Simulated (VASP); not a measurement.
# Ga12O19 (a cell with a defect) in VASP: notebook

Runs on Ga12O19 (a cell with a defect). Level: PBE. Tasks: single point.

Everything below comes from runs of VASP 6.6.1. Logs are shortened: lines on timing, memory, paths and dates and some standing lists are left out, and cuts for length are marked.

### 1 The cell of the first run

The cell holds a defect, 31 atoms: a = 9.250 Å, b = 5.877 Å, c = 6.416 Å, α = 103.29°, β = 103.90°, γ = 90.00°.

### 2 Single point, PBE

Input file INCAR:

```
  ALGO = Normal
  EDIFF = 1E-6
  ENCUT = 520
  GGA = PE
  ISIF = 2
  ISMEAR = -1
  LASPH = True
  LCHARG = True
  LELF = True
  LREAL = Auto
  LVHAR = True
  LWAVE = False
  NBANDS = 156
  NELM = 80
  PREC = Accurate
  SIGMA = 0.01
```

Input file KPOINTS:

```
Automatic mesh
0
Gamma
  1 1 1
  0.25 0.25 0.25
```

Input file POSCAR:

```
Ga12O19
1.0
    0.0000000000      9.2496621800      0.0000000000
   -1.3977182400      0.0000000000      5.7085775500
    6.2279771500     -1.5416103600      0.0067278600
Ga O
12 19
Direct
    0.1186192577      0.6649138518      0.6851457113
    0.2191931808      0.3196715055      0.3019945001
    0.3005689472      0.1925743450      0.8042538050
    0.0272968351      0.8006356150      0.1864338881
    0.4457540697      0.6786409681      0.6805136830
    0.5467773709      0.3150003604      0.3026769385
    0.6338994831      0.1969002663      0.8125190688
    0.3617200452      0.7942755308      0.1749436262
    0.7691404332      0.6640343763      0.6817299582
    0.8826254958      0.3193798768      0.3052748779
    0.9718638292      0.2215435260      0.8165015484
    0.6959123550      0.8004603729      0.1807984023
    0.1666701950      0.7353519567      0.0096759181
    0.1669625860      0.2590513833      0.9787489925
    0.2737637429      0.4265992026      0.6428033376
    0.0583010049      0.5649381908      0.3453537416
    0.0502100858      0.1222760264      0.2823263630
    0.2773553960      0.8773100902      0.6675204049
    0.5005086310      0.7407855057      0.0048151662
    0.4939781697      0.2533362838      0.9789931356
    0.6033782487      0.4285883996      0.6455721352
    0.3907621244      0.5618675738      0.3409238366
    0.3852368533      0.1089799228      0.3198482593
    0.6089560369      0.8833670477      0.6659203828
    0.8321906881      0.7402188063      0.0079353580
    0.8282453488      0.2623011677      0.9781089883
    0.9371791984      0.4428393916      0.6439569391
    0.7221398053      0.5688014179      0.3448011603
    0.7131023735      0.1189060051      0.3081447479
    0.9467712182      0.8716384307      0.7233102169
    0.9678590346      0.9831536800      0.5386532200
```

Potentials or basis: VASP PAW PBE potentials, release 64 (Ga_d, O).

Launch:

```sh
> cat potpaw_PBE.64/Ga_d/POTCAR potpaw_PBE.64/O/POTCAR > POTCAR
> mpirun -np 1 vasp_std > vasp.out
```

OUTCAR:

```text
EDIFF = 1E-6
   ENCUT = 520
   GGA = PE
   ISIF = 2
   ISMEAR = -1
   LASPH = True
   LREAL = Auto
   NELM = 80
   PREC = Accurate

 ion  position               nearest neighbor table
   1  0.119  0.665  0.685-  13 1.97  18 1.97  15 2.03  30 2.03  27 2.05  16 2.06
   2  0.219  0.320  0.302-  17 1.91  14 1.96  23 1.97  22 2.06  15 2.07  16 2.09
   3  0.301  0.193  0.804-  14 1.84  18 1.85  20 1.85  15 1.89
   4  0.027  0.801  0.186-  17 1.84  25 1.87  16 1.88  13 1.90
   5  0.446  0.679  0.681-  18 1.94  24 1.96  19 1.97  22 2.06  21 2.08  15 2.11
   6  0.547  0.315  0.303-  29 1.92  20 1.96  23 1.96  22 2.06  21 2.08  28 2.13
   7  0.634  0.197  0.813-  26 1.84  20 1.85  24 1.85  21 1.90
   8  0.362  0.794  0.175-  13 1.85  23 1.86  19 1.86  22 1.90
   9  0.769  0.664  0.682-  24 1.96  30 1.97  25 1.98  21 2.00  28 2.04  27 2.05
  10  0.883  0.319  0.305-  17 1.95  29 1.97  26 1.99  27 2.06  16 2.10  28 2.10
  11  0.972  0.222  0.817-  14 1.84  26 1.86  27 1.87  31 1.99  30 2.00
  12  0.696  0.800  0.181-  29 1.85  25 1.85  19 1.87  28 1.89
  13  0.167  0.735  0.010-   8 1.85   4 1.90   1 1.97
  14  0.167  0.259  0.979-  11 1.84   3 1.84   2 1.96
  15  0.274  0.427  0.643-   3 1.89   1 2.03   2 2.07   5 2.11
  16  0.058  0.565  0.345-   4 1.88   1 2.06   2 2.09  10 2.10
  17  0.050  0.122  0.282-   4 1.84   2 1.91  10 1.95
  18  0.277  0.877  0.668-   3 1.85   5 1.94   1 1.97
  19  0.501  0.741  0.005-   8 1.86  12 1.87   5 1.97
  20  0.494  0.253  0.979-   7 1.85   3 1.85   6 1.96
  21  0.603  0.429  0.646-   7 1.90   9 2.00   6 2.08   5 2.08
  22  0.391  0.562  0.341-   8 1.90   2 2.06   6 2.06   5 2.06
  23  0.385  0.109  0.320-   8 1.86   6 1.96   2 1.97
  24  0.609  0.883  0.666-   7 1.85   5 1.96   9 1.96
  25  0.832  0.740  0.008-  12 1.85   4 1.87   9 1.98
  26  0.828  0.262  0.978-   7 1.84  11 1.86  10 1.99
  27  0.937  0.443  0.644-  11 1.87   9 2.05   1 2.05  10 2.06
  28  0.722  0.569  0.345-  12 1.89   9 2.04  10 2.10   6 2.13
  29  0.713  0.119  0.308-  12 1.85   6 1.92  10 1.97
  30  0.947  0.872  0.723-  31 1.53   9 1.97  11 2.00   1 2.03
  31  0.968  0.983  0.539-  30 1.53  11 1.99

  LATTYP: Found a triclinic cell.
 ALAT       =     5.8771994966
 B/A-ratio  =     1.6412011407
 C/A-ratio  =     2.7541529852
 COS(alpha) =     0.0064926560
 COS(beta)  =     0.5439765005
 COS(gamma) =     0.7621873503

  Lattice vectors:

 A1 = (   1.3977182400,   0.0000000000,  -5.7085775500)
 A2 = (   7.6256953900,  -1.5416103600,  -5.7018496900)
 A3 = (  -9.6605178200,  -6.1664414600, -11.4306108200)

Analysis of symmetry for initial positions (statically):
=====================================================================
 Subroutine PRICEL returns:
 Original cell was already a primitive cell.

 Routine SETGRP: Setting up the symmetry group for a
 triclinic supercell.

 Subroutine GETGRP returns: Found  1 space group operations
 (whereof  1 operations were pure point group operations)
 out of a pool of  2 trial point group operations.

The static configuration has the point symmetry C_1 .

Analysis of symmetry for dynamics (positions and initial velocities):
=====================================================================
 Subroutine PRICEL returns:
 Original cell was already a primitive cell.

 Routine SETGRP: Setting up the symmetry group for a
 triclinic supercell.

 Subroutine GETGRP returns: Found  1 space group operations
 (whereof  1 operations were pure point group operations)
 out of a pool of  2 trial point group operations.

The dynamic configuration has the point symmetry C_1 .

 Subroutine INISYM returns: Found  1 space group operations
 (whereof  1 operations are pure point group operations),
 and found     1 'primitive' translations

----------------------------------------------------------------------------------------

                                     Primitive cell

  volume of cell :     328.9392

  direct lattice vectors                    reciprocal lattice vectors
     0.000000000  9.249662180  0.000000000     0.026753887  0.108112056  0.006550563
    -1.397718240  0.000000000  5.708577550    -0.000189185  0.000000000  0.175128666
     6.227977150 -1.541610360  0.006727860     0.160523321  0.000000000  0.039303377

  length of vectors
     9.249662180  5.877199497  6.415941641     0.111565663  0.175128768  0.165264914

  position of ions in fractional coordinates (direct lattice)
     0.118619258  0.664913852  0.685145711
     0.219193181  0.319671505  0.301994500
     0.300568947  0.192574345  0.804253805
     0.027296835  0.800635615  0.186433888
     0.445754070  0.678640968  0.680513683
     0.546777371  0.315000360  0.302676938
[... 23 lines left out ...]
     0.946771218  0.871638431  0.723310217
     0.967859035  0.983153680  0.538653220

  ion indices of the primitive-cell ions
   primitive index   ion index
                 1           1
                 2           2
                 3           3
                 4           4
                 5           5
                 6           6
[... 23 lines left out ...]
                30          30
                31          31

----------------------------------------------------------------------------------------

 KPOINTS: Automatic mesh

Automatic generation of k-mesh.
 Grid dimensions read from file:
 generate k-points for:    1    1    1

 Generating k-lattice:

  Cartesian coordinates                     Fractional coordinates (reciprocal lattice)
     0.026753887  0.108112056  0.006550563     1.000000000  0.000000000  0.000000000
    -0.000189185  0.000000000  0.175128666     0.000000000  1.000000000  0.000000000
     0.160523321  0.000000000  0.039303377     0.000000000 -0.000000000  1.000000000

  Length of vectors
     0.111565663  0.175128768  0.165264914

  Shift w.r.t. Gamma in fractional coordinates (k-lattice)
     0.250000000  0.250000000  0.250000000

 Subroutine IBZKPT returns following result:
 ===========================================

 Found      1 irreducible k-points:

 Following reciprocal coordinates:
            Coordinates               Weight
  0.250000  0.250000  0.250000      2.000000
   k-points           NKPTS =      1   k-points in BZ     NKDIM =      1   number of bands    NBANDS=    156
   number of dos      NEDOS =    301   number of ions     NIONS =     31
   total plane-waves  NPLWV = 161280
   dimension x,y,z NGX =    70 NGY =   48 NGZ =   48
   dimension x,y,z NGXF=   140 NGYF=   96 NGZF=   96
   ions per type =              12  19
   NGX,Y,Z   is equivalent  to a cutoff of  12.58, 13.58, 12.44 a.u.
   NGXF,Y,Z  is equivalent  to a cutoff of  25.16, 27.16, 24.87 a.u.
 SYSTEM =  unknown system
   PREC   = accura    normal or accurate (medium, high low for compatibility)
   ISTART =      0    job   : 0-new  1-cont  2-samecut
   ICHARG =      2    charge: 1-file 2-atom 10-const
   ISPIN  =      1    spin polarized calculation?
   LNONCOLLINEAR =      F non collinear calculations
   LSORBIT =      F    spin-orbit coupling
   LASPH  =      T    aspherical Exc in radial PAW
   ENCUT  =  520.0 eV  38.22 Ry    6.18 a.u.  17.20 10.93 11.93*2*pi/ulx,y,z
   NELM   =     80;   NELMIN=  2; NELMDL= -5     # of ELM steps
   EDIFF  = 0.1E-05   stopping-criterion for ELM
   LREAL  =      T    real-space projection
   EDIFFG = 0.1E-04   stopping-criterion for IOM
   NSW    =      0    number of steps for IOM
   IBRION =     -1    ionic relax: 0-MD 1-quasi-New 2-CG
   NFREE  =      0    steps in history (QN), initial steepest desc. (CG)
   ISIF   =      2    stress and relaxation
   ISYM   =      2    0-nonsym 1-usesym 2-fastsym
   POTIM  = 0.5000    time-step for ionic-motion
   TEBEG  =    0.0;   TEEND  =   0.0 temperature during run
   PSTRESS=    0.0 pullay stress
   NELECT =     270.0000    total number of electrons
   NUPDOWN=      -1.0000    fix difference up-down
   EMIN   =  10.00;   EMAX   =-10.00  energy-range for DOS
   EFERMI =   0.00;   METHOD = LEGACY
   ISMEAR =    -1;   SIGMA  =   0.01  broadening in eV -4-tet -1-fermi 0-gaus
   EFERMI_NEDOS =   21; number of points for ismear=-14 and -15
   IALGO  =     38    algorithm
   IMIX   =      4    mixing-type and parameters
     AMIX     =   0.40;   BMIX     =  1.00
     AMIX_MAG =   1.60;   BMIX_MAG =  1.00
  volume/ion in A,a.u.               =      10.61        71.61
  Fermi-wavevector in a.u.,A,eV,Ry     =   1.532819  2.896608 31.967351  2.349534
  Thomas-Fermi vector in A             =   2.639972
   LORBIT       =      0    0 simple, 1 ext, 2 COOP (PROOUT), +10 PAW based schemes
   GGA     = PE    functional components
   LHFCALC =     F    Hartree Fock is set to
   AEXX    =    0.0000 exact exchange contribution
   IVDW    =     0    specifies the selected vdW correction
   LEPSILON=     F    determine dielectric tensor
   LRPA    =     F    only Hartree local field effects (RPA)
 non-spin polarized calculation
  energy-cutoff  :      520.00
  volume of cell :      328.94
 maximum number of plane-waves:      8866
 NGX is ok and might be reduce to    70
   NGX = 35   NGY = 21   NGZ = 23

 number of electron     270.0000003 magnetization

 Free energy of the ion-electron system (eV)
  ---------------------------------------------------
  ext. energy  EPLUGINS =         0.00000000
  ---------------------------------------------------
  free energy    TOTEN  =      -181.71055568 eV

  energy without entropy =     -181.71055568  energy(sigma->0) =     -181.71055568

 E-fermi :   4.4695     XC(G=0): -11.5122

 val. band max:        4.1624892249   @ k =   0.2500   0.2500   0.2500
 cond. band min:       7.8652366785   @ k =   0.2500   0.2500   0.2500
 fundamental gap:      3.7027474536
 Fermi energy:         4.4694591994

 k-point     1 :       0.2500    0.2500    0.2500
  band No.  band energies     occupation
      1     -16.9641      2.00000
      2     -14.7641      2.00000
      3     -14.5290      2.00000
      4     -14.3458      2.00000
      5     -14.0393      2.00000
      6     -13.9998      2.00000
[... 139 lines left out ...]
    146      10.5188      0.00000
    147      10.8498      0.00000
 [bands above 147 left out]

------------------------ aborting loop because EDIFF is reached ----------------------------------------

  FORCE on cell =-STRESS in cart. coord.  units (eV):
  Direction    XX          YY          ZZ          XY          YZ          ZX
  --------------------------------------------------------------------------------------
  -------------------------------------------------------------------------------------
  Total        7.0615485      8.0186654     15.2077347      1.3588925      0.1755907     -5.3658728
  in kB       34.3949660     39.0568335     74.0729204      6.6188118      0.8552567    -26.1357708
  external PRESSURE =      49.1749066 kB  Pullay stress =       0.0000000 kB

 VOLUME and BASIS-vectors are now :
 -----------------------------------------------------------------------------
  energy-cutoff  :      520.00
  volume of cell :      328.94
      direct lattice vectors                 reciprocal lattice vectors
     0.000000000  9.249662180  0.000000000     0.026753887  0.108112056  0.006550563
    -1.397718240  0.000000000  5.708577550    -0.000189185  0.000000000  0.175128666
     6.227977150 -1.541610360  0.006727860     0.160523321  0.000000000  0.039303377

 POSITION                                       TOTAL-FORCE (eV/Angst)
 -----------------------------------------------------------------------------------
      3.33771      0.04096      3.80032         0.016545     -0.001500      0.003753
      1.43400      1.56191      1.82690        -0.005279      0.001024     -0.002297
      4.73971      1.54032      1.10474        -0.007370     -0.000019     -0.000654
      0.04204     -0.03492      4.57174         0.014940     -0.007738      0.010518
      3.28967      3.07399      3.87865         0.008977     -0.001181     -0.002176
      1.44478      4.59090      1.80024        -0.008408      0.005002     -0.001575
[... 23 lines left out ...]
      3.28645      7.64225      4.98068         0.121203     -0.059168     -0.063104
      1.98055      8.12198      5.61603        -0.194199      0.074624      0.032698
 -----------------------------------------------------------------------------------
    total drift:                                0.010889     -0.011375      0.001983

  FREE ENERGIE OF THE ION-ELECTRON SYSTEM (eV)
  ---------------------------------------------------
  free  energy   TOTEN  =      -181.7105556814 eV

  energy  without entropy=     -181.7105556814  energy(sigma->0) =     -181.71055568
```

It took 1.7 min on 1 thread of Intel Xeon 6975P-C (Granite Rapids), shared host; peak memory 0.37 GiB.

Results:

```
Free energy            : -181.7106 eV
Pressure               : 4.9 GPa
Largest force          : 0.211 eV/Å
Band gap on the k mesh : 3.70 eV
```

Forces in eV/Å, atoms in the order of the input:
```
Ga   0.017 -0.002  0.004
Ga  -0.005  0.001 -0.002
Ga  -0.007  0.000 -0.001
Ga   0.015 -0.008  0.011
Ga   0.009 -0.001 -0.002
Ga  -0.008  0.005 -0.002
Ga  -0.003 -0.005 -0.004
Ga   0.006 -0.004  0.006
Ga   0.017  0.007  0.009
Ga  -0.002 -0.002 -0.006
Ga   0.032 -0.006  0.038
Ga   0.009  0.000  0.010
O   -0.008  0.001 -0.006
O    0.009  0.006  0.005
O    0.005  0.003 -0.008
O   -0.004  0.000  0.003
O    0.017 -0.002 -0.015
O   -0.021 -0.004  0.011
O   -0.014 -0.001 -0.007
O    0.006  0.001  0.006
O    0.005 -0.011 -0.013
O   -0.006  0.002  0.006
O    0.023 -0.001 -0.011
O   -0.023  0.005  0.013
O   -0.015  0.002 -0.007
O    0.009 -0.003  0.005
O    0.001 -0.001 -0.002
O   -0.006 -0.001  0.001
O    0.018  0.002 -0.010
O    0.121 -0.059 -0.063
O   -0.194  0.075  0.033
```

Caveat: the k points lie up to 1.10 Å⁻¹ apart.

### 3 Single point, PBE

Input file INCAR:

```
SYSTEM = Ga12O19
PREC     = Accurate       ! precision mode
ENCUT    = 520            ! plane-wave cutoff, eV
EDIFF    = 1E-6           ! SCF threshold, eV
ISMEAR   = -1             ! smearing method
SIGMA    = 0.01           ! smearing width, eV
LREAL    = Auto         
LASPH    = .TRUE.         ! aspherical terms in the spheres
NELM     = 100            ! most SCF steps
ALGO     = Normal         ! electronic algorithm
ISIF     = 2              ! what is computed and relaxed
LWAVE    = .FALSE.        ! write WAVECAR
LCHARG   = .TRUE.         ! write CHGCAR
GGA      = PE             ! functional
LELF     = .TRUE.         ! ELF
LVHAR    = .TRUE.       
NBANDS   = 156            ! bands
```

KPOINTS is that of step 2.

Input file POSCAR:

```
Ga12O19
1.0
    0.0000000000      9.2496621800      0.0000000000
   -1.3977182400      0.0000000000      5.7085775500
    6.2279771500     -1.5416103600      0.0067278600
Ga O
12 19
Direct
    0.1172988794      0.6803649961      0.6945365695
    0.2307827029      0.3356001039      0.3180916151
    0.3040778696      0.1992639128      0.8190677261
    0.0280375729      0.7780056970      0.1832357496
    0.4530998184      0.6846592986      0.6970538886
    0.5541468718      0.3211379744      0.3192210146
    0.6382573976      0.2054362522      0.8247827699
    0.3660456503      0.8028399652      0.1872249916
    0.7806977422      0.6799815428      0.6977150523
    0.8812966116      0.3347672766      0.3145880507
    0.9727018599      0.1990567356      0.8133287307
    0.6993933940      0.8072180593      0.1955047199
    0.1716933787      0.7374115045      0.0216523894
    0.1677781519      0.2594062896      0.9918783953
    0.2778623400      0.4309243751      0.6550413744
    0.0627767206      0.5567749047      0.3558383478
    0.0531388928      0.1279588517      0.2764868395
    0.2867892211      0.8808454221      0.6915747300
    0.5059612135      0.7464738088      0.0207706060
    0.4994812937      0.2589907296      0.9949429281
    0.6091755491      0.4378419606      0.6588209249
    0.3965176835      0.5711262082      0.3541391094
    0.3909734585      0.1163550333      0.3337931725
    0.6146766469      0.8907088023      0.6799782047
    0.8329534675      0.7405715170      0.0209880826
    0.8332947290      0.2642729453      0.9900767711
    0.9416289428      0.4347700291      0.6544287953
    0.7261695551      0.5731276655      0.3569013594
    0.7225365512      0.1224749035      0.3322396747
    0.9496611413      0.8773865440      0.7173783629
    1.0318395538      1.0163827002      0.4609944505
```

Potentials or basis: VASP PAW PBE potentials, release 64 (Ga_d, O).

Launch:

```sh
> cat potpaw_PBE.64/Ga_d/POTCAR potpaw_PBE.64/O/POTCAR > POTCAR
> mpirun -np 1 vasp_std > vasp.out
```

It took 97 s on 1 thread of Intel Xeon 6975P-C (Granite Rapids), shared host; peak memory 0.38 GiB.

The run converged. Its results:

```yaml
Free_energy: -181.7106 eV
Pressure: 4.9 GPa
Largest_force: 0.214 eV/Å
Band_gap_on_the_k_mesh: 3.70 eV
```

Forces on the atoms (eV/Å):
```
Ga  -0.001 -0.001  0.006
Ga  -0.017 -0.009 -0.008
Ga  -0.010  0.002 -0.009
Ga  -0.034  0.010 -0.034
Ga   0.010 -0.002  0.005
Ga  -0.009  0.005  0.002
Ga  -0.005  0.002 -0.008
Ga   0.005  0.004  0.002
Ga   0.007  0.000  0.004
Ga  -0.015  0.002 -0.004
Ga  -0.016  0.002 -0.014
Ga   0.008 -0.004  0.000
O   -0.010  0.000 -0.007
O    0.014 -0.003  0.010
O    0.004 -0.003 -0.002
O   -0.001  0.001  0.003
O   -0.125  0.062  0.064
O   -0.018 -0.001  0.009
O   -0.007 -0.001 -0.007
O    0.014  0.000  0.006
O    0.005 -0.004 -0.006
O   -0.002  0.011  0.012
O    0.026 -0.005 -0.012
O   -0.026  0.000  0.011
O   -0.011 -0.003 -0.006
O    0.006 -0.001  0.008
O    0.004  0.002 -0.005
O   -0.002 -0.004  0.009
O    0.022  0.005 -0.013
O   -0.015  0.006  0.017
O    0.198 -0.074 -0.034
```

Stress tensor (GPa, compression positive):
```
 3.46  0.66 -2.61
 0.66  3.92  0.09
-2.61  0.09  7.41
```

Levels at points of the mesh, in eV from the valence-band top:
```csv
k point,band 132,band 133,band 134,band 135,band 136,band 137,band 138,band 139
"(0.25, 0.25, 0.25)",-0.75,-0.64,-0.42,0.00,3.70,3.94,4.50,4.98
```

Caveat: the k points lie up to 1.10 Å⁻¹ apart.
